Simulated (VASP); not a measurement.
Set up this calculation in VASP 6.6.1, as the native input.

| Quantity | Value |
| --- | --- |
| Task | single point |
| Functional | HSE06 |
| Potentials or basis | VASP PAW PBE potentials, release 64 (Na_pv, H) |
| Cutoff | 400 eV |
| k mesh | 4 × 4 × 4 |
| Occupations | gaussian, width 0.01 eV |
| Spin | no spin polarisation |
| Dipole correction | no |
| Grid for exact exchange (PRECFOCK) | Normal |
| Further INCAR settings | ALGO = Normal; EDIFF = 1e-06; NBANDS = 11 |
| Screening parameter | 0.2079 1/Å |

The system is NaH.

```xyz
2
Lattice="0.0000 2.3975 2.3975 2.3975 0.0000 2.3975 2.3975 2.3975 0.0000" Properties=species:S:1:pos:R:3 pbc="T T T"
Na    0.0000    0.0000    0.0000
H     2.3975    2.3975    2.3975
```

These files were run (other wordings do the same):

POSCAR

```
NaH
1.0
    0.0000000000      2.3975116422      2.3975116422
    2.3975116422      0.0000000000      2.3975116422
    2.3975116422      2.3975116422      0.0000000000
Na H
1 1
Direct
    0.0000000000      0.0000000000      0.0000000000
    0.5000000000      0.5000000000      0.5000000000
```

INCAR.step1

```
SYSTEM = NaH
ALGO = Normal
EDIFF = 1E-5
ENCUT = 400
GGA = PE
GGA_COMPAT = .False.
ISIF = 2
ISMEAR = 0
LASPH = .True.
LCHARG = .False.
LREAL = .False.
LWAVE = .True.
NBANDS = 11
NELM = 120
PREC = Accurate
SIGMA = 0.01
```

INCAR.step2

```
SYSTEM = NaH
ALGO = Normal
EDIFF = 1E-6
ENCUT = 400
GGA = PE
GGA_COMPAT = .False.
HFSCREEN = 0.2079
ISIF = 2
ISMEAR = 0
ISTART = 1
LASPH = .True.
LCHARG = .False.
LHFCALC = .True.
LREAL = .False.
LWAVE = .False.
NBANDS = 11
NELM = 120
PREC = Accurate
PRECFOCK = Normal
SIGMA = 0.01
```

KPOINTS

```
k-points
0
Gamma
  4 4 4
  0 0 0
```

Potentials or basis: VASP PAW PBE potentials, release 64 (Na_pv, H).

The run is started by

```bash
$ cat potpaw_PBE.64/Na_pv/POTCAR potpaw_PBE.64/H/POTCAR > POTCAR
$ cp INCAR.step1 INCAR
$ mpirun -np 1 vasp_std > vasp.out
$ cp INCAR.step2 INCAR
$ mpirun -np 1 vasp_std > vasp.out
```

Results of the run:

```yaml
Pressure: -0.3 GPa
Band_gap_on_the_k_mesh: 4.84 eV, indirect (least direct gap 5.81 eV)
```

Caveat: the k points lie up to 0.57 Å⁻¹ apart; the PAW data sets were made with another functional, which shifts forces and pressure a little.

It took 73 s on 1 thread of AMD EPYC 7R43 64-Core Processor (Zen 3), with other jobs on the host, peak memory 0.19 GiB.
